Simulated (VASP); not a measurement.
AlNi: single point with PBEsol

AlNi:

```xyz
2
Lattice="2.7735 0.0000 0.0000 0.0000 2.7735 0.0000 0.0000 0.0000 2.7735" Properties=species:S:1:pos:R:3 pbc="T T T"
Ni    1.3867    1.3867    1.3867
Al    0.0000    0.0000    0.0000
```

```
Program                : VASP 6.6.1
Task                   : single point
Functional             : PBEsol
Potentials or basis    : VASP PAW PBE potentials, release 64 (Ni, Al)
Cutoff                 : 520 eV
k mesh                 : 9 × 9 × 9
Occupations            : fermi-dirac, width 0.05 eV
Spin                   : collinear spin, ferromagnetic start
Starting moments       : [1.0, 0.0] μB
Dipole correction      : no
Further INCAR settings : ALGO = Normal; EDIFF = 1e-06; NBANDS = 18
```

```json
{
 "Pressure": "20.1 GPa",
 "Net moment": "0.00 μB per cell",
 "Valence electrons inside the program's atomic spheres": "Ni 9.70; Al 0.86"
}
```

Levels at points of the mesh, in eV from the Fermi level:
Spin up:
| k point | band 2 | band 3 | band 4 | band 5 | band 6 | band 7 | band 8 | band 9 | band 10 | band 11 |
| --- | --- | --- | --- | --- | --- | --- | --- | --- | --- | --- |
| (0.00, 0.00, 0.00) | -3.89 | -3.89 | -1.85 | -1.85 | -1.85 | 5.96 | 5.96 | 5.96 | 8.48 | 8.48 |
Spin down:
| k point | band 4 | band 5 | band 6 | band 7 | band 8 | band 9 |
| --- | --- | --- | --- | --- | --- | --- |
| (0.00, 0.00, 0.00) | -1.85 | -1.85 | -1.85 | 5.96 | 5.96 | 5.96 |

Run time: 9.7 s on 1 thread of Intel(R) Xeon(R) 6975P-C (Granite Rapids) (shared host), peak memory 0.15 GiB.

Caveat: the PAW data sets were made with another functional, which shifts forces and pressure a little.
